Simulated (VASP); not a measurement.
# ZnS (wurtzite type) (P6_3mc) in VASP: further runs, part 2 of 2

VASP 6.6.1. Earlier steps stand in the parts before.

## 3. Single point, PBE (18.97 Å³/atom)

This run uses another cell than the first one, of 18.97 Å³/atom.

Input file INCAR:

```
SYSTEM = ZnS
  ALGO = Normal
  EDIFF = 1E-6
  ENCUT = 520
  GGA = PE
  ISIF = 2
  ISMEAR = -1
  LASPH = .True.
  LCHARG = .False.
  LREAL = .False.
  LWAVE = .False.
  NBANDS = 26
  NELM = 60
  PREC = Accurate
  SIGMA = 0.05
```

Input file KPOINTS:

```
k-points
0
Gamma
  10 10 6
  0 0 0
```

Input file POSCAR:

```
ZnS
1.0
    3.7639260596      0.0000000000      0.0000000000
   -1.8819630298      3.2596555856      0.0000000000
    0.0000000000      0.0000000000      6.1858745481
Zn S
2 2
Direct
    0.3333333333      0.6666666667      0.0010819233
    0.6666666667      0.3333333333      0.5010819233
    0.3333333333      0.6666666667      0.3749180767
    0.6666666667      0.3333333333      0.8749180767
```

Potentials or basis: VASP PAW PBE potentials, release 64 (Zn, S).

Started as:

```console
$ cat potpaw_PBE.64/Zn/POTCAR potpaw_PBE.64/S/POTCAR > POTCAR
$ mpirun -np 1 vasp_std > vasp.out
```

OUTCAR:

```text
SYSTEM = ZnS
   EDIFF = 1E-6
   ENCUT = 520
   GGA = PE
   ISIF = 2
   ISMEAR = -1
   LASPH = .True.
   LREAL = .False.
   NELM = 60
   PREC = Accurate

 ion  position               nearest neighbor table
   1  0.333  0.667  0.001-   4 2.31   4 2.31   4 2.31   3 2.31
   2  0.667  0.333  0.501-   3 2.31   3 2.31   3 2.31   4 2.31
   3  0.333  0.667  0.375-   2 2.31   2 2.31   2 2.31   1 2.31
   4  0.667  0.333  0.875-   1 2.31   1 2.31   1 2.31   2 2.31

  LATTYP: Found a hexagonal cell.
 ALAT       =     3.7639260596
 C/A-ratio  =     1.6434633545

  Lattice vectors:
[... 887 lines left out ...]

 [... further k-points ...]
[... 5 lines left out ...]
  --------------------------------------------------------------------------------------
  -------------------------------------------------------------------------------------
  Total        2.4141789      2.4141789      2.3958400      0.0000000      0.0000000      0.0000000
  in kB       50.9643066     50.9643066     50.5771663      0.0000000      0.0000000      0.0000000
  external PRESSURE =      50.8352598 kB  Pullay stress =       0.0000000 kB

 VOLUME and BASIS-vectors are now :
 -----------------------------------------------------------------------------
  energy-cutoff  :      520.00
  volume of cell :       75.90
      direct lattice vectors                 reciprocal lattice vectors
     3.763926060  0.000000000  0.000000000     0.265680033  0.153390439  0.000000000
    -1.881963030  3.259655586  0.000000000     0.000000000  0.306780877  0.000000000
     0.000000000  0.000000000  6.185874548     0.000000000  0.000000000  0.161658629

 POSITION                                       TOTAL-FORCE (eV/Angst)
 -----------------------------------------------------------------------------------
     -0.00000      2.17310      0.00669        -0.000000      0.000000      0.005316
      1.88196      1.08655      3.09963         0.000000     -0.000000      0.005316
     -0.00000      2.17310      2.31920         0.000000     -0.000000     -0.005316
      1.88196      1.08655      5.41213        -0.000000      0.000000     -0.005316
 -----------------------------------------------------------------------------------
    total drift:                               -0.000001     -0.000001      0.002220

  FREE ENERGIE OF THE ION-ELECTRON SYSTEM (eV)
  ---------------------------------------------------
  free  energy   TOTEN  =       -13.6177900039 eV

  energy  without entropy=      -13.6177900039  energy(sigma->0) =      -13.61779000
```

OSZICAR:

```text
N       E                     dE             d eps       ncg     rms          rms(c)
DAV:   1     0.244606740868E+03    0.24461E+03   -0.17229E+04  2912   0.169E+03
DAV:   2     0.984502867562E+01   -0.23476E+03   -0.22488E+03  2976   0.351E+02
DAV:   3    -0.138995145083E+02   -0.23745E+02   -0.23513E+02  3572   0.111E+02
DAV:   4    -0.144701461923E+02   -0.57063E+00   -0.56941E+00  3348   0.174E+01
DAV:   5    -0.144787555032E+02   -0.86093E-02   -0.86067E-02  3582   0.212E+00    0.105E+01
DAV:   6    -0.136293048913E+02    0.84945E+00   -0.16462E+00  4358   0.379E+01    0.800E+00
DAV:   7    -0.136253719546E+02    0.39329E-02   -0.13324E+00  3100   0.680E+00    0.354E+00
DAV:   8    -0.136173651567E+02    0.80068E-02   -0.35250E-02  3530   0.161E+00    0.104E+00
DAV:   9    -0.136174590319E+02   -0.93875E-04   -0.10959E-02  3936   0.125E+00    0.243E-01
DAV:  10    -0.136175809744E+02   -0.12194E-03   -0.56006E-04  3454   0.340E-01    0.101E-01
DAV:  11    -0.136177868775E+02   -0.20590E-03   -0.30348E-04  3024   0.124E-01    0.573E-02
DAV:  12    -0.136177866702E+02    0.20729E-06   -0.18264E-05  3612   0.585E-02    0.827E-03
DAV:  13    -0.136177899325E+02   -0.32623E-05   -0.60939E-06  3022   0.210E-02    0.295E-03
DAV:  14    -0.136177900039E+02   -0.71432E-07   -0.75653E-07  2314   0.176E-02
   1 F= -.13617790E+02 E0= -.13617790E+02  d E =-.861087E-10
```

stdout:

```text
POSCAR found type information on POSCAR ZnS
 POSCAR found :  2 types and       4 ions
 scaLAPACK will be used
 LDA part: xc-table for (Slater+PW92), standard interpolation
 POSCAR, INCAR and KPOINTS ok, starting setup
 FFT: planning ... GRIDC
 FFT: planning ... GRID_SOFT
 FFT: planning ... GRID
 WAVECAR not read
 entering main loop
```

It took 2.3 min on 1 thread of Intel Xeon 8259CL, shared host; peak memory 0.24 GiB.

Results:

- Free energy: -13.6178 eV
- Pressure: 5.1 GPa
- Largest force: 0.005 eV/Å
- Band gap on the k mesh: 2.36 eV

Forces in eV/Å, atoms in the order of the input:
```
Zn   0.000  0.000  0.005
Zn   0.000  0.000  0.005
S    0.000  0.000 -0.005
S    0.000  0.000 -0.005
```

Caveat: the cell stands under pressure.

## 4. Single point, PBE

This run uses another cell than the first one, of 20.18 Å³/atom.

Input file INCAR:

```
ALGO = Normal
EDIFF = 1E-7
ENCUT = 520
GGA = PE
ISIF = 2
ISMEAR = -1
LASPH = True
LCHARG = False
LREAL = False
LWAVE = False
NBANDS = 26
NELM = 60
PREC = Accurate
SIGMA = 0.05
```

Input file KPOINTS:

```
k-points
0
Gamma
  10 10 6
```

Input file POSCAR:

```
ZnS
1.0
    3.8451843427      0.0000000000      0.0000000000
   -1.9225921713      3.3300273230      0.0000000000
    0.0000000000      0.0000000000      6.3055226598
Zn S
2 2
Direct
    0.3333333333      0.6666666667      0.0007270294
    0.6666666667      0.3333333333      0.5007270294
    0.3333333333      0.6666666667      0.3752729706
    0.6666666667      0.3333333333      0.8752729706
```

Started as:

```console
$ cat potpaw_PBE.64/Zn/POTCAR potpaw_PBE.64/S/POTCAR > POTCAR
$ mpirun -np 1 vasp_std > vasp.out
```

It took 3.1 min on 1 thread of Intel Xeon 8259CL, shared host; peak memory 0.25 GiB.

It converged, with:

```yaml
Free_energy: -13.6938 eV
Pressure: 0.1 GPa
Band_gap_on_the_k_mesh: 2.08 eV
```

Levels at points of the mesh, in eV from the valence-band top:
```tsv
k point	band 16	band 17	band 18	band 19	band 20	band 21
(0.00, 0.00, 0.00)	-0.07	0.00	0.00	2.08	3.05	6.33
(0.50, 0.00, 0.00)	-2.14	-1.61	-0.85	3.68	4.18	5.14
(0.00, 0.00, 0.50)	-0.45	-0.45	-0.45	3.48	3.48	6.76
(0.50, 0.00, 0.50)	-1.57	-1.54	-1.54	3.54	3.54	5.24
```

## 5. Summary

| cell | gap on the mesh (eV) | pressure (GPa) |
| --- | --- | --- |
| a = 3.678, b = 3.678, c = 6.064 Å, angles 90.0, 90.0, 120.0°, 4 atoms, atomic positions A | 2.65 | 11.9 |
| a = 3.764, b = 3.764, c = 6.186 Å, angles 90.0, 90.0, 120.0°, 4 atoms, atomic positions B | 2.36 | 5.1 |
| a = 3.845, b = 3.845, c = 6.306 Å, angles 90.0, 90.0, 120.0°, 4 atoms, atomic positions C | 2.08 | 0.1 |

Alike in all rows: task single point; level PBE; potentials or basis VASP PAW PBE potentials, release 64 (Zn, S); no spin polarisation; k mesh 10 × 10 × 6; cutoff (eV) 520; smearing fermi-dirac 0.05 eV.

Caveats: the cell stands under pressure (at least some runs).

Total energies depend on the potentials used, so only differences within one code and one set of settings carry meaning.
